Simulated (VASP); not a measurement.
The system is Mg.

```
Mg
1.0
     3.21006    0.00000    0.00000
    -1.60503    2.78000    0.00000
     0.00000    0.00000    5.13793
Mg
2
Cartesian
  0.0000 1.8533 1.2845
  1.6050 0.9267 3.8534
```

| Property | Result |
| --- | --- |
| Program | VASP 6.6.1 |
| Task | relaxation of cell and atoms |
| Functional | PBE |
| Dispersion | D3(BJ) |
| Potentials or basis | VASP PAW PBE potentials, release 64 (Mg) |
| Cutoff | 600 eV |
| k mesh | 15 × 15 × 8 |
| Occupations | gaussian, width 0.1 eV |
| Spin | no spin polarisation |

At the start: pressure -2.1 GPa; volume 22.93 Å³/atom.

Problem. Where does the relaxation end?

Solution. Over 3 steps the energy falls by 8.8 meV/atom and the volume is 21.64 Å³/atom (-5.6 %); space group P6_3/mmc (No. 194, to 0.1 Å) before and after.

The path:
```tsv
step	energy change (eV)	largest force (eV/Å)	pressure (GPa)	volume (Å³)
1	0.0000	0.0000	-2.08	45.85
2	-0.0165	0.0000	-0.57	43.90
3	-0.0176	0.0000	-0.02	43.29
```

Final structure:
```
Mg
1.0
     3.14897    0.00000    0.00000
    -1.57449    2.72709    0.00000
     0.00000    0.00000    5.04101
Mg
2
Direct
  0.33333 0.66667 0.25000
  0.66667 0.33333 0.75000
```
